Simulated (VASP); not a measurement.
Set up this calculation in VASP 6.6.1, as the native input.

```yaml
Task: single point
Functional: PBE
Potentials_or_basis: VASP PAW PBE potentials, release 64 (Si, Sn_d)
Cutoff: 520 eV
k_mesh: 18 × 18 × 8
Occupations: gaussian, width 0.1 eV
Spin: no spin polarisation
Dipole_correction: no
Further_INCAR_settings: ALGO = Normal; EDIFF = 1e-06; NBANDS = 21
```

The structure of Si3Sn lies in POSCAR:

```
Si3Sn
1.0
    3.5690990876      0.0000000000      0.0000000000
   -1.7845495438      3.0909304785      0.0000000000
    0.0000000000      0.0000000000      7.1394983780
Si Sn
3 1
Direct
    0.3333333333      0.6666666667      0.0000000000
    0.6666666667      0.3333333333      0.1953481958
    0.6666666667      0.3333333333      0.8046518042
    0.3333333333      0.6666666667      0.5000000000
```

These files were run (other wordings do the same):

INCAR

```
PREC     = Accurate       # precision mode
ENCUT    = 520            # plane-wave cutoff, eV
EDIFF    = 1E-6           # SCF threshold, eV
ISMEAR   = 0              # smearing method
SIGMA    = 0.1            # smearing width, eV
LREAL    = F              # projectors in reciprocal space
LASPH    = T              # aspherical terms in the spheres
NELM     = 100            # most SCF steps
ALGO     = Normal         # electronic algorithm
ISIF     = 2              # what is computed and relaxed
LWAVE    = F              # write WAVECAR
LCHARG   = T              # write CHGCAR
GGA      = PE             # functional
LELF     = T              # ELF
LVHAR    = T            
NBANDS   = 21             # bands
```

KPOINTS

```
Automatic mesh
0
Gamma
  18 18 8
```

Potentials or basis: VASP PAW PBE potentials, release 64 (Si, Sn_d).

The run is started by

```console
$ cat potpaw_PBE.64/Si/POTCAR potpaw_PBE.64/Sn_d/POTCAR > POTCAR
$ mpirun -np 1 vasp_std > vasp.out
```

Results of the run:

- Pressure: -0.1 GPa
- Largest force: 0.007 eV/Å
- Band gap on the k mesh: zero (bands 13 and 14 overlap by 4.41 eV)

Caveat: spin-orbit coupling is left out, which moves the levels of the heavy elements.

Run time: 2.4 min on 1 thread of AMD EPYC 9R45 96-Core Processor (Zen 5), with other jobs on the host, peak memory 0.36 GiB.
